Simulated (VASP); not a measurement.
# Zr (Fd-3m) in VASP: further runs, part 2 of 2

VASP 6.6.1. The steps go on from the part before.

## Step 3: Single point, PBE (volume scaled by 0.88)

INCAR reads:

```
SYSTEM = Zr
ALGO     = Normal         ! electronic algorithm
EDIFF    = 1E-7           ! SCF threshold, eV
ENCUT    = 520            ! plane-wave cutoff, eV
GGA      = PE             ! functional
ISIF     = 2              ! what is computed and relaxed
ISMEAR   = -1             ! smearing method
LASPH    = .True.         ! aspherical terms in the spheres
LCHARG   = .False.        ! write CHGCAR
LREAL    = .False.        ! projectors in reciprocal space
LWAVE    = .False.        ! write WAVECAR
NBANDS   = 19             ! bands
NELM     = 80             ! most SCF steps
PREC     = Accurate       ! precision mode
SIGMA    = 0.1            ! smearing width, eV
```

KPOINTS reads:

```
k-points
0
Gamma
  10 10 10
  0 0 0
```

POSCAR reads:

```
Zr
1.0
    0.0000000000      3.0131475392      3.0131475392
    3.0131475392      0.0000000000      3.0131475392
    3.0131475392      3.0131475392      0.0000000000
Zr
2
Direct
    0.1250000000      0.1250000000      0.1250000000
    0.8750000000      0.8750000000      0.8750000000
```

Potentials or basis: VASP PAW PBE potentials, release 64 (Zr_sv).

On the command line:

```
$ cat potpaw_PBE.64/Zr_sv/POTCAR > POTCAR
$ mpirun -np 1 vasp_std > vasp.out
```

OUTCAR:

```text
SYSTEM = Zr
   EDIFF = 1E-7
   ENCUT = 520
   GGA = PE
   ISIF = 2
   ISMEAR = -1
   LASPH = .True.
   LREAL = .False.
   NELM = 80
   PREC = Accurate

 ion  position               nearest neighbor table
   1  0.125  0.125  0.125-   2 2.61   2 2.61   2 2.61   2 2.61
   2  0.875  0.875  0.875-   1 2.61   1 2.61   1 2.61   1 2.61

  LATTYP: Found a face centered cubic cell.
 ALAT       =     6.0262950784

  Lattice vectors:

 A1 = (   0.0000000000,   3.0131475392,   3.0131475392)
 A2 = (   3.0131475392,   0.0000000000,   3.0131475392)
 A3 = (   3.0131475392,   3.0131475392,   0.0000000000)

Analysis of symmetry for initial positions (statically):
=====================================================================
 Subroutine PRICEL returns:
 Original cell was already a primitive cell.

 Routine SETGRP: Setting up the symmetry group for a
 face centered cubic supercell.

 Subroutine GETGRP returns: Found 48 space group operations
 (whereof 12 operations were pure point group operations)
 out of a pool of 48 trial point group operations.

The static configuration has the point symmetry D_3d.
 The point group associated with its full space group is O_h .

Analysis of symmetry for dynamics (positions and initial velocities):
=====================================================================
 Subroutine PRICEL returns:
 Original cell was already a primitive cell.

 Routine SETGRP: Setting up the symmetry group for a
 face centered cubic supercell.

 Subroutine GETGRP returns: Found 48 space group operations
 (whereof 12 operations were pure point group operations)
 out of a pool of 48 trial point group operations.

The dynamic configuration has the point symmetry D_3d.
 The point group associated with its full space group is O_h .

 Subroutine INISYM returns: Found 48 space group operations
 (whereof 12 operations are pure point group operations),
 and found     1 'primitive' translations

----------------------------------------------------------------------------------------

                                     Primitive cell

  volume of cell :      54.7131

  direct lattice vectors                    reciprocal lattice vectors
     0.000000000  3.013147539  3.013147539    -0.165939435  0.165939435  0.165939435
     3.013147539  0.000000000  3.013147539     0.165939435 -0.165939435  0.165939435
     3.013147539  3.013147539  0.000000000     0.165939435  0.165939435 -0.165939435

  length of vectors
     4.261234115  4.261234115  4.261234115     0.287415532  0.287415532  0.287415532

  position of ions in fractional coordinates (direct lattice)
     0.125000000  0.125000000  0.125000000
     0.875000000  0.875000000  0.875000000

  ion indices of the primitive-cell ions
   primitive index   ion index
                 1           1
                 2           2

----------------------------------------------------------------------------------------

 KPOINTS: k-points

Automatic generation of k-mesh.
 Grid dimensions read from file:
 generate k-points for:   10   10   10

 Generating k-lattice:

  Cartesian coordinates                     Fractional coordinates (reciprocal lattice)
    -0.016593943  0.016593943  0.016593943     0.100000000  0.000000000  0.000000000
     0.016593943 -0.016593943  0.016593943     0.000000000  0.100000000  0.000000000
     0.016593943  0.016593943 -0.016593943     0.000000000  0.000000000  0.100000000

  Length of vectors
     0.028741553  0.028741553  0.028741553

  Shift w.r.t. Gamma in fractional coordinates (k-lattice)
     0.000000000  0.000000000  0.000000000

 Subroutine IBZKPT returns following result:
 ===========================================

 Found     47 irreducible k-points:

 Following reciprocal coordinates:
            Coordinates               Weight
  0.000000  0.000000  0.000000      1.000000
  0.100000  0.000000  0.000000      8.000000
  0.200000  0.000000  0.000000      8.000000
  0.300000  0.000000  0.000000      8.000000
  0.400000  0.000000  0.000000      8.000000
  0.500000  0.000000  0.000000      4.000000
[... 16 lines left out ...]
  0.300000  0.300000  0.000000      6.000000
  0.400000  0.300000  0.000000     24.000000
 [... further k-points ...]
   k-points           NKPTS =     47   k-points in BZ     NKDIM =     47   number of bands    NBANDS=     19
   number of dos      NEDOS =    301   number of ions     NIONS =      2
   total plane-waves  NPLWV =  32768
   dimension x,y,z NGX =    32 NGY =   32 NGZ =   32
   dimension x,y,z NGXF=    64 NGYF=   64 NGZF=   64
   ions per type =               2
   NGX,Y,Z   is equivalent  to a cutoff of  12.48, 12.48, 12.48 a.u.
   NGXF,Y,Z  is equivalent  to a cutoff of  24.97, 24.97, 24.97 a.u.
 SYSTEM =  Zr
   PREC   = accura    normal or accurate (medium, high low for compatibility)
   ISTART =      0    job   : 0-new  1-cont  2-samecut
   ICHARG =      2    charge: 1-file 2-atom 10-const
   ISPIN  =      1    spin polarized calculation?
   LNONCOLLINEAR =      F non collinear calculations
   LSORBIT =      F    spin-orbit coupling
   LASPH  =      T    aspherical Exc in radial PAW
   ENCUT  =  520.0 eV  38.22 Ry    6.18 a.u.   7.92  7.92  7.92*2*pi/ulx,y,z
   NELM   =     80;   NELMIN=  2; NELMDL= -5     # of ELM steps
   EDIFF  = 0.1E-06   stopping-criterion for ELM
   LREAL  =      F    real-space projection
   EDIFFG = 0.1E-05   stopping-criterion for IOM
   NSW    =      0    number of steps for IOM
   IBRION =     -1    ionic relax: 0-MD 1-quasi-New 2-CG
   NFREE  =      0    steps in history (QN), initial steepest desc. (CG)
   ISIF   =      2    stress and relaxation
   ISYM   =      2    0-nonsym 1-usesym 2-fastsym
   POTIM  = 0.5000    time-step for ionic-motion
   TEBEG  =    0.0;   TEEND  =   0.0 temperature during run
   PSTRESS=    0.0 pullay stress
   NELECT =      24.0000    total number of electrons
   NUPDOWN=      -1.0000    fix difference up-down
   EMIN   =  10.00;   EMAX   =-10.00  energy-range for DOS
   EFERMI =   0.00;   METHOD = LEGACY
   ISMEAR =    -1;   SIGMA  =   0.10  broadening in eV -4-tet -1-fermi 0-gaus
   EFERMI_NEDOS =   21; number of points for ismear=-14 and -15
   IALGO  =     38    algorithm
   IMIX   =      4    mixing-type and parameters
     AMIX     =   0.40;   BMIX     =  1.00
     AMIX_MAG =   1.60;   BMIX_MAG =  1.00
  volume/ion in A,a.u.               =      27.36       184.61
  Fermi-wavevector in a.u.,A,eV,Ry     =   1.243889  2.350609 21.051737  1.547259
  Thomas-Fermi vector in A             =   2.378180
   LORBIT       =      0    0 simple, 1 ext, 2 COOP (PROOUT), +10 PAW based schemes
   GGA     = PE    functional components
   LHFCALC =     F    Hartree Fock is set to
   AEXX    =    0.0000 exact exchange contribution
   IVDW    =     0    specifies the selected vdW correction
   LEPSILON=     F    determine dielectric tensor
   LRPA    =     F    only Hartree local field effects (RPA)
 non-spin polarized calculation
  energy-cutoff  :      520.00
  volume of cell :       54.71
 maximum number of plane-waves:      1490
   NGX = 15   NGY = 15   NGZ = 15

 number of electron      24.0000000 magnetization

 Free energy of the ion-electron system (eV)
  ---------------------------------------------------
  ext. energy  EPLUGINS =         0.00000000
  ---------------------------------------------------
  free energy    TOTEN  =       -12.19077827 eV

  energy without entropy =      -12.04714399  energy(sigma->0) =      -12.11896113

 E-fermi :   6.7257     XC(G=0): -10.0459

 val. band max:        6.7230679648   @ k =   0.3000   0.3000   0.0000
 cond. band min:       6.7298807865   @ k =  -0.3000   0.4000   0.1000
 fundamental gap:      0.0068128217
 Fermi energy:         6.7256737519

 k-point     1 :       0.0000    0.0000    0.0000
  band No.  band energies     occupation
      1     -42.2041      2.00000
      2     -41.3559      2.00000
      3     -20.6209      2.00000
      4     -20.6209      2.00000
      5     -20.6209      2.00000
      6     -19.3113      2.00000
[... 11 lines left out ...]
     18      12.8864      0.00000
     19      12.8864      0.00000

 k-point     2 :       0.1000    0.0000    0.0000
  band No.  band energies     occupation
      1     -42.1893      2.00000
      2     -41.3722      2.00000
      3     -20.6382      2.00000
      4     -20.6382      2.00000
      5     -20.6215      2.00000
      6     -19.3097      2.00000
[... 476 lines left out ...]
 k-point    24 :       0.4000    0.3000    0.0000
  band No.  band energies     occupation
      1     -41.9765      2.00000
      2     -41.6010      2.00000
      3     -20.8976      2.00000
      4     -20.8831      2.00000
      5     -20.2723      2.00000
      6     -19.6684      2.00000
[... 11 lines left out ...]
     18      10.5695      0.00000
     19      12.8438      0.00000

 [... further k-points ...]
[... 5 lines left out ...]
  --------------------------------------------------------------------------------------
  -------------------------------------------------------------------------------------
  Total        1.8621536      1.8621536      1.8621536     -0.0000000      0.0000000      0.0000000
  in kB       54.5299237     54.5299237     54.5299237     -0.0000000      0.0000000      0.0000000
  external PRESSURE =      54.5299237 kB  Pullay stress =       0.0000000 kB

 VOLUME and BASIS-vectors are now :
 -----------------------------------------------------------------------------
  energy-cutoff  :      520.00
  volume of cell :       54.71
      direct lattice vectors                 reciprocal lattice vectors
     0.000000000  3.013147539  3.013147539    -0.165939435  0.165939435  0.165939435
     3.013147539  0.000000000  3.013147539     0.165939435 -0.165939435  0.165939435
     3.013147539  3.013147539  0.000000000     0.165939435  0.165939435 -0.165939435

 POSITION                                       TOTAL-FORCE (eV/Angst)
 -----------------------------------------------------------------------------------
      0.75329      0.75329      0.75329         0.000000      0.000000      0.000000
      5.27301      5.27301      5.27301        -0.000000     -0.000000     -0.000000
 -----------------------------------------------------------------------------------
    total drift:                                0.000000      0.000000     -0.000000

  FREE ENERGIE OF THE ION-ELECTRON SYSTEM (eV)
  ---------------------------------------------------
  free  energy   TOTEN  =       -12.1907782688 eV

  energy  without entropy=      -12.0471439933  energy(sigma->0) =      -12.11896113
```

It took 57 s on 1 thread of Intel Xeon 6975P-C, shared host; peak memory 0.19 GiB.

What came out:

```
Free energy            : -12.1908 eV
Pressure               : 5.5 GPa
Band gap on the k mesh : zero (band 12 reaches 6.88 eV, above the bottom of band 13 at 6.48 eV)
```

Levels at points of the mesh, in eV from the Fermi level:
| k point | band 10 | band 11 | band 12 | band 13 | band 14 | band 15 |
| --- | --- | --- | --- | --- | --- | --- |
| (0.00, 0.00, 0.00) | -1.11 | -1.11 | 0.01 | 0.01 | 0.01 | 2.38 |
| (0.50, 0.00, 0.00) | -1.41 | -0.97 | -0.97 | -0.24 | -0.24 | 1.06 |
| (0.50, 0.50, 0.00) | -2.19 | -0.17 | -0.17 | 0.77 | 0.77 | 1.76 |
